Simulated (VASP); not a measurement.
Write the native input for VASP 6.6.1 that does the following.

| Item | Value |
| --- | --- |
| Task | single point |
| Functional | PBEsol |
| Potentials or basis | VASP PAW PBE potentials, release 64 (Sb) |
| Cutoff | 520 eV |
| k mesh | 18 × 18 × 18 |
| Occupations | gaussian, width 0.1 eV |
| Spin | no spin polarisation |
| Dipole correction | no |
| Further INCAR settings | ALGO = Normal; EDIFF = 1e-06; NBANDS = 8 |

The structure of Sb lies in POSCAR:

```
Sb
1.0
    3.1535960928      0.0000000000      0.0000000000
    0.0000000000      3.1535960928      0.0000000000
    0.0000000000      0.0000000000      3.0066323914
Sb
1
Direct
    0.0000000000      0.0000000000      0.0000000000
```

This cell differs from its parent crystal: biaxial strain in the a-b plane: +3.0 %.

The input as run:

INCAR

```
SYSTEM = Sb
ALGO = Normal ; EDIFF = 1E-6
ENCUT = 520 ; GGA = PS
ISIF = 2 ; ISMEAR = 0
LASPH = .TRUE. ; LCHARG = .FALSE.
LREAL = .FALSE. ; LWAVE = .FALSE.
NBANDS = 8 ; NELM = 60
PREC = Accurate ; SIGMA = 0.1
```

KPOINTS

```
k-points
0
G
  18 18 18
  0 0 0
```

Potentials or basis: VASP PAW PBE potentials, release 64 (Sb).

Run with:

```bash
$ cat potpaw_PBE.64/Sb/POTCAR > POTCAR
$ mpirun -np 1 vasp_std > vasp.out
```

Results of the run:

The pressure is -2.1 GPa and the band gap on the k mesh is zero (an odd number of electrons rules out a gap without spin polarisation).

Caveat: the cell differs from its parent crystal (biaxial strain in the a-b plane: +3.0 %); the stress differs along the axes, from -4 to 2 GPa; the PAW data sets were made with another functional, which shifts forces and pressure a little; spin-orbit coupling is left out, which moves the levels of the heavy elements.

Wall time 75 s on 1 thread of Intel Xeon 8259CL (shared host), peak memory 0.24 GiB.
